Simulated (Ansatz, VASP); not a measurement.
## Two plane-wave programs on GaSb3

INCAR

```
SYSTEM = GaSb3
PREC = Accurate ; ENCUT = 520
EDIFF = 1E-7 ; ISMEAR = 0
SIGMA = 0.15 ; LREAL = .False.
LASPH = .True. ; NELM = 100
ALGO = Normal ; ISIF = 2
LWAVE = .False. ; LCHARG = .False.
GGA = CA ; NBANDS = 22
```

File KPOINTS:

```
Automatic mesh
0
Gamma
  10 10 10
  0 0 0
```

Contents of POSCAR:

```
GaSb3
1.0
   -0.1448800451      3.6220011279      4.0204212520
    3.4771210828      0.0000000000      3.8755412069
    3.6220011279      3.6220011279     -0.1448800451
Ga Sb
1 3
Direct
    0.0000000000      0.0000000000      0.0000000000
    0.2500000000      0.2500000000      0.2500000000
    0.7500000000      0.7500000000      0.7500000000
    0.5000000000      0.5000000000      0.5000000000
```

Input for Ansatz:

```yaml
crystal:
  lattice:
    - [-0.1448800451, 3.6220011279, 4.020421252]
    - [3.4771210828, 0.0, 3.8755412069]
    - [3.6220011279, 3.6220011279, -0.1448800451]
  atoms:
    - { symbol: Ga, position: [0.0, 0.0, 0.0] }
    - { symbol: Sb, position: [0.25, 0.25, 0.25] }
    - { symbol: Sb, position: [0.75, 0.75, 0.75] }
    - { symbol: Sb, position: [0.5, 0.5, 0.5] }
basis:
  ecutwfc: 420
kpoints:
  mp_grid: { grid: [10, 10, 10] }
hamiltonian:
  xc: lda
  pseudopotentials: { kind: paw, azcp: { folder: soft_1 } }
scf:
  occupations: { method: gaussian, width: 0.15 }
output:
  forces: true
  stress: true
  eigenvalues: true
```

Change from the starting cell: engineering shear strain xz -0.0800, normal strain along z +0.1100.

Alike in both runs: task single point; functional LDA; k mesh 10 × 10 × 10; occupations gaussian, width 0.15 eV; no spin polarisation.

```csv
,VASP,Ansatz
version,VASP 6.6.1,Ansatz 0.2.0
potentials or method,"VASP PAW LDA potentials, release 64 (Ga_d, Sb), cutoff 520 eV","scalar-relativistic, plane waves, PAW"
valence electrons in the cell,28,58
```

VASP gave:

```
gap on the k mesh at the Fermi level (eV)                     : none
pressure (GPa)                                                : -4.5
traceless stress, the component that is largest in VASP (GPa) : 0.76
rms of the force components (eV/Å)                            : 0.051
```

**Question.** What did Ansatz give for the same quantities?

**Answer.** gap on the k mesh at the Fermi level (eV): none; pressure (GPa): -4.6; traceless stress, the component that is largest in VASP (GPa): 0.73; rms of the force components (eV/Å): 0.050.

Ansatz warns that its potentials were made for another functional, while VASP's fit it. LDA's correlation is that of Perdew and Zunger in VASP and of Perdew and Wang (1992) in Ansatz. Atom by atom the forces differ by 0.001 eV/Å (rms over components). A gap of «none» marks a metal or a gap that the smearing closes. VASP's potentials hold 28 valence electrons a cell and Ansatz's 58, so a difference there can come from the potentials and not from the codes.

Spin-orbit coupling is off throughout.
